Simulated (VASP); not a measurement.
# Co (Im-3m) in VASP: further runs

The runs below take Co through single point, with PBE+U.

Everything below comes from runs of VASP 6.6.1. Logs are shortened: lines on timing, memory, paths and dates and some standing lists are left out, and cuts for length are marked.

**1. The cell of the first run**

Symmetry: Im-3m, No. 229, cubic system. The conventional cell has a = 2.805 Å, b = 2.805 Å, c = 2.805 Å, α = 90.00°, β = 90.00°, γ = 90.00°. Within 3.2 Å of Co (site symmetry m-3m) lie 14 Co at 2.43 to 2.80 Å.

This isn't the form of Co at room conditions, which is hcp.

**2. Single point, PBE+U, collinear spin, ferromagnetic start**

INCAR

```
PREC = Accurate ; ENCUT = 600
EDIFF = 1E-6 ; ISMEAR = -5
SIGMA = 0.1 ; LREAL = F
LASPH = T ; NELM = 200
ALGO = Normal ; ISIF = 2
LWAVE = F ; LCHARG = F
ISPIN = 2 ; MAGMOM = 2.12
LORBIT = 11 ; LMAXMIX = 4
LDAU = T ; LDAUTYPE = 2
LDAUL = 2 ; LDAUU = 2
LDAUJ = 0 ; LDAUPRINT = 1
GGA = PE ; NBANDS = 14
GGA_COMPAT = F
```

KPOINTS

```
regular mesh
0
Gamma
  13 13 13
```

POSCAR

```
Co
1.0
   -1.4023200000      1.4023200000      1.4023200000
    1.4023200000     -1.4023200000      1.4023200000
    1.4023200000      1.4023200000     -1.4023200000
Co
1
Direct
    0.0000000000      0.0000000000      0.0000000000
```

Potentials or basis: VASP PAW PBE potentials, release 64 (Co).

Command:

```sh
$ cat potpaw_PBE.64/Co/POTCAR > POTCAR
$ mpirun -np 1 vasp_std > vasp.out
```

OUTCAR:

```text
PREC = Accurate
   ENCUT = 600
   EDIFF = 1E-6
   ISMEAR = -5
   LREAL = F
   LASPH = T
   NELM = 200
   ISIF = 2
   ISPIN = 2
   LORBIT = 11
   GGA = PE

 ion  position               nearest neighbor table
   1  0.000  0.000  0.000-

  LATTYP: Found a body centered cubic cell.
 ALAT       =     2.8046400000

  Lattice vectors:

 A1 = (  -1.4023200000,   1.4023200000,   1.4023200000)
 A2 = (   1.4023200000,  -1.4023200000,   1.4023200000)
 A3 = (   1.4023200000,   1.4023200000,  -1.4023200000)

Analysis of symmetry for initial positions (statically):
=====================================================================
 Subroutine PRICEL returns:
 Original cell was already a primitive cell.

 Routine SETGRP: Setting up the symmetry group for a
 body centered cubic supercell.

 Subroutine GETGRP returns: Found 48 space group operations
 (whereof 48 operations were pure point group operations)
 out of a pool of 48 trial point group operations.

The static configuration has the point symmetry O_h .

Analysis of symmetry for dynamics (positions and initial velocities):
=====================================================================
 Subroutine PRICEL returns:
 Original cell was already a primitive cell.

 Routine SETGRP: Setting up the symmetry group for a
 body centered cubic supercell.

 Subroutine GETGRP returns: Found 48 space group operations
 (whereof 48 operations were pure point group operations)
 out of a pool of 48 trial point group operations.

The dynamic configuration has the point symmetry O_h .

Analysis of structural, dynamic, and magnetic symmetry:
=====================================================================
 Subroutine PRICEL returns:
 Original cell was already a primitive cell.

 Routine SETGRP: Setting up the symmetry group for a
 body centered cubic supercell.

 Subroutine GETGRP returns: Found 48 space group operations
 (whereof 48 operations were pure point group operations)
 out of a pool of 48 trial point group operations.

The overall configuration has the point symmetry O_h .

 Subroutine INISYM returns: Found 48 space group operations
 (whereof 48 operations are pure point group operations),
 and found     1 'primitive' translations

----------------------------------------------------------------------------------------

                                     Primitive cell

  volume of cell :      11.0307

  direct lattice vectors                    reciprocal lattice vectors
    -1.402320000  1.402320000  1.402320000     0.000000000  0.356552000  0.356552000
     1.402320000 -1.402320000  1.402320000     0.356552000  0.000000000  0.356552000
     1.402320000  1.402320000 -1.402320000     0.356552000  0.356552000  0.000000000

  length of vectors
     2.428889488  2.428889488  2.428889488     0.504240673  0.504240673  0.504240673

  position of ions in fractional coordinates (direct lattice)
     0.000000000  0.000000000  0.000000000

  ion indices of the primitive-cell ions
   primitive index   ion index
                 1           1

----------------------------------------------------------------------------------------

 KPOINTS: regular mesh

Automatic generation of k-mesh.
 Grid dimensions read from file:
 generate k-points for:   13   13   13

 Generating k-lattice:

  Cartesian coordinates                     Fractional coordinates (reciprocal lattice)
     0.000000000  0.027427077  0.027427077     0.076923077  0.000000000  0.000000000
     0.027427077  0.000000000  0.027427077     0.000000000  0.076923077  0.000000000
     0.027427077  0.027427077  0.000000000     0.000000000  0.000000000  0.076923077
[... 62 lines left out ...]
   NSW    =      0    number of steps for IOM
   IBRION =     -1    ionic relax: 0-MD 1-quasi-New 2-CG
   NFREE  =      0    steps in history (QN), initial steepest desc. (CG)
   ISIF   =      2    stress and relaxation
   ISYM   =      2    0-nonsym 1-usesym 2-fastsym
   POTIM  = 0.5000    time-step for ionic-motion
   TEBEG  =    0.0;   TEEND  =   0.0 temperature during run
   PSTRESS=    0.0 pullay stress
   NELECT =       9.0000    total number of electrons
   NUPDOWN=      -1.0000    fix difference up-down
   EMIN   =  10.00;   EMAX   =-10.00  energy-range for DOS
   EFERMI =   0.00;   METHOD = LEGACY
   ISMEAR =    -5;   SIGMA  =   0.10  broadening in eV -4-tet -1-fermi 0-gaus
   EFERMI_NEDOS =   21; number of points for ismear=-14 and -15
   IALGO  =     38    algorithm
   IMIX   =      4    mixing-type and parameters
     AMIX     =   0.40;   BMIX     =  1.00
     AMIX_MAG =   1.60;   BMIX_MAG =  1.00
  volume/ion in A,a.u.               =      11.03        74.44
  Fermi-wavevector in a.u.,A,eV,Ry     =   1.529755  2.890818 31.839678  2.340150
  Thomas-Fermi vector in A             =   2.637332
   LORBIT       =     11    0 simple, 1 ext, 2 COOP (PROOUT), +10 PAW based schemes
 LDA+U is selected, type is set to LDAUTYPE =  2
   angular momentum for each species LDAUL =     2
   U (eV)           for each species LDAUU =   2.0
   J (eV)           for each species LDAUJ =   0.0
   GGA     = PE    functional components
   LHFCALC =     F    Hartree Fock is set to
   AEXX    =    0.0000 exact exchange contribution
   IVDW    =     0    specifies the selected vdW correction
   LEPSILON=     F    determine dielectric tensor
   LRPA    =     F    only Hartree local field effects (RPA)
 spin polarized calculation
 Fermi weights with tetrahedron method with Bloechl corrections
  energy-cutoff  :      600.00
  volume of cell :       11.03
 maximum number of plane-waves:       382
   NGX =  9   NGY =  9   NGZ =  9

atom =   1  type =  1  l = 2

 onsite density matrix

spin component  1

  0.9183 -0.0000 -0.0000 -0.0000 -0.0000
 -0.0000  0.9183  0.0000 -0.0000 -0.0000
 -0.0000  0.0000  0.9366 -0.0000  0.0000
 -0.0000 -0.0000 -0.0000  0.9183 -0.0000
 -0.0000 -0.0000  0.0000 -0.0000  0.9366

spin component  2

  0.6886 -0.0000 -0.0000 -0.0000 -0.0000
 -0.0000  0.6886 -0.0000  0.0000  0.0000
 -0.0000 -0.0000  0.2942 -0.0000 -0.0000
 -0.0000  0.0000 -0.0000  0.6886  0.0000
 -0.0000  0.0000 -0.0000  0.0000  0.2942

 occupancies and eigenvectors

  o =  0.2942  v =  0.0000  0.0000  0.0000  0.0000  0.0000  0.0000  0.0000 -0.3204  0.0000 -0.9473      0.0000  0.0000  0.0000  0.0000  0.0000  0.0000  0.0000  0.0000  0.0000  0.0000
  o =  0.2942  v =  0.0000  0.0000  0.0000  0.0000  0.0000  0.0000  0.0000 -0.9473  0.0000  0.3204      0.0000  0.0000  0.0000  0.0000  0.0000  0.0000  0.0000  0.0000  0.0000  0.0000
  o =  0.6886  v =  0.0000  0.0000  0.0000  0.0000  0.0000  0.0000  0.9664  0.0000  0.2570  0.0000      0.0000  0.0000  0.0000  0.0000  0.0000  0.0000  0.0000  0.0000  0.0000  0.0000
  o =  0.6886  v =  0.0000  0.0000  0.0000  0.0000  0.0000  0.0000  0.2570 -0.0000 -0.9664 -0.0000      0.0000  0.0000  0.0000  0.0000  0.0000  0.0000  0.0000  0.0000  0.0000  0.0000
  o =  0.6886  v =  0.0000  0.0000  0.0000  0.0000  0.0000  1.0000  0.0000  0.0000  0.0000  0.0000      0.0000  0.0000  0.0000  0.0000  0.0000  0.0000  0.0000  0.0000  0.0000  0.0000
  o =  0.9183  v =  1.0000  0.0000  0.0000  0.0000  0.0000  0.0000  0.0000  0.0000  0.0000  0.0000      0.0000  0.0000  0.0000  0.0000  0.0000  0.0000  0.0000  0.0000  0.0000  0.0000
  o =  0.9183  v =  0.0000 -0.5835  0.0000 -0.8121 -0.0000  0.0000  0.0000  0.0000  0.0000  0.0000      0.0000  0.0000  0.0000  0.0000  0.0000  0.0000  0.0000  0.0000  0.0000  0.0000
  o =  0.9183  v =  0.0000 -0.8121 -0.0000  0.5835  0.0000  0.0000  0.0000  0.0000  0.0000  0.0000      0.0000  0.0000  0.0000  0.0000  0.0000  0.0000  0.0000  0.0000  0.0000  0.0000
  o =  0.9366  v =  0.0000  0.0000  0.1355 -0.0000  0.9908  0.0000  0.0000  0.0000  0.0000  0.0000      0.0000  0.0000  0.0000  0.0000  0.0000  0.0000  0.0000  0.0000  0.0000  0.0000
  o =  0.9366  v =  0.0000  0.0000 -0.9908 -0.0000  0.1355  0.0000  0.0000  0.0000  0.0000  0.0000      0.0000  0.0000  0.0000  0.0000  0.0000  0.0000  0.0000  0.0000  0.0000  0.0000

 number of electron       9.0000003 magnetization       1.8639572

 Free energy of the ion-electron system (eV)
  ---------------------------------------------------
  ext. energy  EPLUGINS =         0.00000000
  ---------------------------------------------------
  free energy    TOTEN  =        -5.44112803 eV

  energy without entropy =       -5.44112803  energy(sigma->0) =       -5.44112803

 E-fermi :  10.5106     XC(G=0): -13.2885

 val. band max:       10.5117413104   @ k =  -0.4615   0.4615   0.3846
 cond. band min:      10.4546598312   @ k =  -0.2308   0.3077   0.0769
 fundamental gap:     -0.0570814792
 Fermi energy:        10.5106461988

 spin component 1

 k-point     1 :       0.0000    0.0000    0.0000
  band No.  band energies     occupation
      1       1.2214      1.00000
      2       6.6062      1.00000
      3       6.6062      1.00000
      4       6.6062      1.00000
      5       7.4494      1.00000
      6       7.4494      1.00000
      7      35.6423      0.00000
      8      35.6423      0.00000
      9      35.6423      0.00000
     10      40.0354      0.00000
     11      40.0354      0.00000
     12      41.5150      0.00000
[... 793 lines left out ...]
      3       8.1024      1.00000
      4      10.9062      0.04022
      5      11.1210     -0.00021
      6      11.5223      0.00000
      7      23.6229      0.00000
      8      27.6807      0.00000
      9      29.6035      0.00000
     10      37.0396      0.00000
     11      41.6056      0.00000
     12      43.6260      0.00000
     13      45.4072      0.00000
     14      49.2438      0.00000

 [... further k-points ...]

------------------------ aborting loop because EDIFF is reached ----------------------------------------

  FORCE on cell =-STRESS in cart. coord.  units (eV):
  Direction    XX          YY          ZZ          XY          YZ          ZX
  --------------------------------------------------------------------------------------
  -------------------------------------------------------------------------------------
  Total        0.2258515      0.2258515      0.2258515      0.0000000      0.0000000      0.0000000
  in kB       32.8044056     32.8044056     32.8044056      0.0000000      0.0000000      0.0000000
  external PRESSURE =      32.8044056 kB  Pullay stress =       0.0000000 kB

 VOLUME and BASIS-vectors are now :
 -----------------------------------------------------------------------------
  energy-cutoff  :      600.00
  volume of cell :       11.03
      direct lattice vectors                 reciprocal lattice vectors
    -1.402320000  1.402320000  1.402320000     0.000000000  0.356552000  0.356552000
     1.402320000 -1.402320000  1.402320000     0.356552000  0.000000000  0.356552000
     1.402320000  1.402320000 -1.402320000     0.356552000  0.356552000  0.000000000

 POSITION                                       TOTAL-FORCE (eV/Angst)
 -----------------------------------------------------------------------------------
      0.00000      0.00000      0.00000         0.000000     -0.000000      0.000000
 -----------------------------------------------------------------------------------
    total drift:                                0.000000     -0.000000      0.000000

  FREE ENERGIE OF THE ION-ELECTRON SYSTEM (eV)
  ---------------------------------------------------
  free  energy   TOTEN  =        -5.4411280322 eV

  energy  without entropy=       -5.4411280322  energy(sigma->0) =       -5.44112803

 total charge

# of ion       s       p       d       tot
------------------------------------------
    1        0.484   0.522   7.255   8.262

 magnetization (x)

# of ion       s       p       d       tot
------------------------------------------
    1       -0.006  -0.066   1.977   1.905
```

Wall time 40 s (1 thread of AMD EPYC 7R43 (Zen 3), shared host); peak memory 0.12 GiB.

Results:

```
Free energy                                           : -5.4411 eV
Pressure                                              : 3.3 GPa
Net moment                                            : 1.86 μB per cell
Site moments                                          : Co +1.91 μB
Valence electrons inside the program's atomic spheres : Co 8.26
```

Levels at points of the mesh, in eV from the Fermi level:
Spin up:
```
           k point  band 3  band 4  band 5  band 6  band 7  band 8
(0.00, 0.00, 0.00)   -3.90   -3.90   -3.06   -3.06   25.13   25.13
```
Spin down:
```csv
k point,band 1,band 2,band 3,band 4,band 5,band 6,band 7,band 8
"(0.00, 0.00, 0.00)",-9.28,-1.92,-1.92,-1.92,0.92,0.92,24.79,24.79
```

Eigenvalues of the final occupation matrices:
```
    site  spin  trace               eigenvalues
site 1 d     1   4.63  0.92 0.92 0.92 0.94 0.94
site 1 d     2   2.65  0.29 0.29 0.69 0.69 0.69
```

Caveat: the cell stands under pressure; the U is typed as a test and isn't derived for this compound; tetrahedron occupations give inexact forces and stress in metals. The state reached can hang on the start; a lower one may exist.

**3. Single point, PBE+U, collinear spin, ferromagnetic start**

INCAR

```
SYSTEM = Co
PREC = Accurate
ENCUT = 520
EDIFF = 1E-6
ISMEAR = -5
SIGMA = 0.1
LREAL = .FALSE.
LASPH = .TRUE.
NELM = 150
ALGO = Normal
ISIF = 2
LWAVE = .FALSE.
LCHARG = .FALSE.
ISPIN = 2
MAGMOM = 2
LORBIT = 11
LMAXMIX = 4
LDAU = .TRUE.
LDAUTYPE = 2
LDAUL = 2
LDAUU = 2
LDAUJ = 0
LDAUPRINT = 1
GGA = PE
NBANDS = 14
```

KPOINTS

```
Automatic mesh
0
G
  13 13 13
  0 0 0
```

POSCAR is that of step 2.

Potentials or basis: VASP PAW PBE potentials, release 64 (Co).

Command:

```sh
$ cat potpaw_PBE.64/Co/POTCAR > POTCAR
$ mpirun -np 1 vasp_std > vasp.out
```

OUTCAR:

```text
SYSTEM = Co
   PREC = Accurate
   ENCUT = 520
   EDIFF = 1E-6
   ISMEAR = -5
   LREAL = .FALSE.
   LASPH = .TRUE.
   NELM = 150
   ISIF = 2
   ISPIN = 2
   LORBIT = 11
   GGA = PE

 ion  position               nearest neighbor table
   1  0.000  0.000  0.000-

  LATTYP: Found a body centered cubic cell.
 ALAT       =     2.8046400000

  Lattice vectors:

 A1 = (  -1.4023200000,   1.4023200000,   1.4023200000)
 A2 = (   1.4023200000,  -1.4023200000,   1.4023200000)
 A3 = (   1.4023200000,   1.4023200000,  -1.4023200000)

Analysis of symmetry for initial positions (statically):
=====================================================================
 Subroutine PRICEL returns:
 Original cell was already a primitive cell.

 Routine SETGRP: Setting up the symmetry group for a
 body centered cubic supercell.

 Subroutine GETGRP returns: Found 48 space group operations
 (whereof 48 operations were pure point group operations)
 out of a pool of 48 trial point group operations.

The static configuration has the point symmetry O_h .

Analysis of symmetry for dynamics (positions and initial velocities):
=====================================================================
 Subroutine PRICEL returns:
 Original cell was already a primitive cell.

 Routine SETGRP: Setting up the symmetry group for a
 body centered cubic supercell.

 Subroutine GETGRP returns: Found 48 space group operations
 (whereof 48 operations were pure point group operations)
 out of a pool of 48 trial point group operations.

The dynamic configuration has the point symmetry O_h .

Analysis of structural, dynamic, and magnetic symmetry:
=====================================================================
 Subroutine PRICEL returns:
 Original cell was already a primitive cell.

 Routine SETGRP: Setting up the symmetry group for a
 body centered cubic supercell.

 Subroutine GETGRP returns: Found 48 space group operations
[... 177 lines left out ...]
  o =  0.9366  v =  0.0000 -0.0000  0.0048  0.0000 -1.0000  0.0000  0.0000  0.0000  0.0000  0.0000      0.0000  0.0000  0.0000  0.0000  0.0000  0.0000  0.0000  0.0000  0.0000  0.0000

 number of electron       8.9999997 magnetization       1.8640048

 Free energy of the ion-electron system (eV)
  ---------------------------------------------------
  ext. energy  EPLUGINS =         0.00000000
  ---------------------------------------------------
  free energy    TOTEN  =        -5.44140147 eV

  energy without entropy =       -5.44140147  energy(sigma->0) =       -5.44140147

 E-fermi :  10.5110     XC(G=0): -13.2886

 val. band max:       10.5122183661   @ k =  -0.4615   0.4615   0.3846
 cond. band min:      10.4548194088   @ k =  -0.2308   0.3077   0.0769
 fundamental gap:     -0.0573989574
 Fermi energy:        10.5109945090

 spin component 1

 k-point     1 :       0.0000    0.0000    0.0000
  band No.  band energies     occupation
      1       1.2215      1.00000
      2       6.6063      1.00000
      3       6.6063      1.00000
      4       6.6063      1.00000
      5       7.4497      1.00000
      6       7.4497      1.00000
      7      35.6423      0.00000
      8      35.6423      0.00000
      9      35.6423      0.00000
     10      40.0360      0.00000
     11      40.0360      0.00000
     12      41.5155      0.00000
[... 793 lines left out ...]
      3       8.1027      1.00000
      4      10.9066      0.04016
      5      11.1212     -0.00022
      6      11.5224      0.00000
      7      23.6231      0.00000
      8      27.6807      0.00000
      9      29.6038      0.00000
     10      37.0396      0.00000
     11      41.6061      0.00000
     12      43.6262      0.00000
     13      45.4076      0.00000
     14      49.2445      0.00000

 [... further k-points ...]

------------------------ aborting loop because EDIFF is reached ----------------------------------------

  FORCE on cell =-STRESS in cart. coord.  units (eV):
  Direction    XX          YY          ZZ          XY          YZ          ZX
  --------------------------------------------------------------------------------------
  -------------------------------------------------------------------------------------
  Total        0.2310419      0.2310419      0.2310419      0.0000000     -0.0000000      0.0000000
  in kB       33.5582970     33.5582970     33.5582970      0.0000000     -0.0000000      0.0000000
  external PRESSURE =      33.5582970 kB  Pullay stress =       0.0000000 kB

 VOLUME and BASIS-vectors are now :
 -----------------------------------------------------------------------------
  energy-cutoff  :      520.00
  volume of cell :       11.03
      direct lattice vectors                 reciprocal lattice vectors
    -1.402320000  1.402320000  1.402320000     0.000000000  0.356552000  0.356552000
     1.402320000 -1.402320000  1.402320000     0.356552000  0.000000000  0.356552000
     1.402320000  1.402320000 -1.402320000     0.356552000  0.356552000  0.000000000

 POSITION                                       TOTAL-FORCE (eV/Angst)
 -----------------------------------------------------------------------------------
      0.00000      0.00000      0.00000         0.000000      0.000000      0.000000
 -----------------------------------------------------------------------------------
    total drift:                                0.000000      0.000000      0.000000

  FREE ENERGIE OF THE ION-ELECTRON SYSTEM (eV)
  ---------------------------------------------------
  free  energy   TOTEN  =        -5.4414014746 eV

  energy  without entropy=       -5.4414014746  energy(sigma->0) =       -5.44140147

 total charge

# of ion       s       p       d       tot
------------------------------------------
    1        0.484   0.523   7.255   8.262

 magnetization (x)

# of ion       s       p       d       tot
------------------------------------------
    1       -0.006  -0.066   1.977   1.905
```

It took 23 s on 1 thread of Intel Xeon Platinum 8559C (Emerald Rapids), shared host; peak memory 0.15 GiB.

Results:

```yaml
Free_energy: -5.4414 eV
Pressure: 3.4 GPa
Net_moment: 1.86 μB per cell
Site_moments: Co +1.91 μB
Valence_electrons_inside_the_program's_atomic_spheres: Co 8.26
```

Eigenvalues of the final occupation matrices:
```csv
site,spin,trace,eigenvalues
site 1 d,1,4.63,0.92 0.92 0.92 0.94 0.94
site 1 d,2,2.65,0.29 0.29 0.69 0.69 0.69
```

Caveat: the cell stands under pressure; the U is typed as a test and isn't derived for this compound; tetrahedron occupations give inexact forces and stress in metals.
